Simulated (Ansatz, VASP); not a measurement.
**One calculation of MnCo3C, two programs**

INCAR

```
SYSTEM = MnCo3C
  ALGO = Normal
  EDIFF = 1E-6
  ENCUT = 520
  ISIF = 2
  ISMEAR = -1
  ISPIN = 2
  LASPH = .True.
  LCHARG = .False.
  LMAXMIX = 4
  LORBIT = 11
  LREAL = .False.
  LWAVE = .False.
  MAGMOM = 2.8 -1.8 1.8 -1.8 0
  NBANDS = 34
  NELM = 150
  PREC = Accurate
  SIGMA = 0.1
```

The input KPOINTS:

```
k-points
0
Gamma
  6 6 6
  0 0 0
```

POSCAR

```
MnCo3C
1.0
    3.7543440000      0.0000000000      0.0000000000
    0.0000000000      3.7543440000      0.0000000000
    0.0000000000      0.0000000000      3.7543440000
Mn Co C
1 3 1
Direct
    0.5000000000      0.5000000000      0.5000000000
    0.5000000000      0.0000000000      0.0000000000
    0.0000000000      0.5000000000      0.0000000000
    0.0000000000      0.0000000000      0.5000000000
    0.0000000000      0.0000000000      0.0000000000
```

Input for Ansatz:

```yaml
crystal:
  lattice:
    - [3.754344, 0.0, 0.0]
    - [0.0, 3.754344, 0.0]
    - [0.0, 0.0, 3.754344]
  atoms:
    - { symbol: Mn, position: [0.5, 0.5, 0.5], spin: 2.8 }
    - { symbol: Co, position: [0.5, 0.0, 0.0], spin: -1.8 }
    - { symbol: Co, position: [0.0, 0.5, 0.0], spin: 1.8 }
    - { symbol: Co, position: [0.0, 0.0, 0.5], spin: -1.8 }
    - { symbol: C, position: [0.0, 0.0, 0.0] }
basis:
  ecutwfc: 450.0
kpoints:
  mp_grid:
    grid: [6, 6, 6]
hamiltonian:
  xc: lda
magnetization:
  spin_polarized: true
scf:
  convergence:
    dr2_threshold: 1.0e-10
  occupations:
    method: fermi_dirac
output:
  forces: true
  stress: true
```

Alike in both runs: task single point; functional LDA; k mesh 6 × 6 × 6; collinear spin.

```csv
,VASP,Ansatz
version,VASP 6.6.1,Ansatz 0.2.0
potentials or method,"VASP PAW LDA potentials, release 64 (Mn_pv, Co, C), cutoff 520 eV","plane waves, PAW"
occupations,"fermi-dirac, width 0.1 eV",fermi-dirac
valence electrons in the cell,44,70
```

|  | VASP | Ansatz | Ansatz less VASP |
| --- | --- | --- | --- |
| pressure (GPa) | -17.8 | -17.8 | -0.01 |
| net moment per atom (μB) | 1.11 | 1.15 | +0.039 |
| size of the moment on the site where the two differ most (μB) | 0.63 | 0.67 | +0.042 |

LDA's correlation is that of Perdew and Zunger in VASP and of Perdew and Wang (1992) in Ansatz. Site moments also hang on the region over which each program counts them. VASP's potentials hold 44 valence electrons a cell and Ansatz's 70, so a difference there can come from the potentials and not from the codes. Ansatz's warnings: seeded moment not kept.
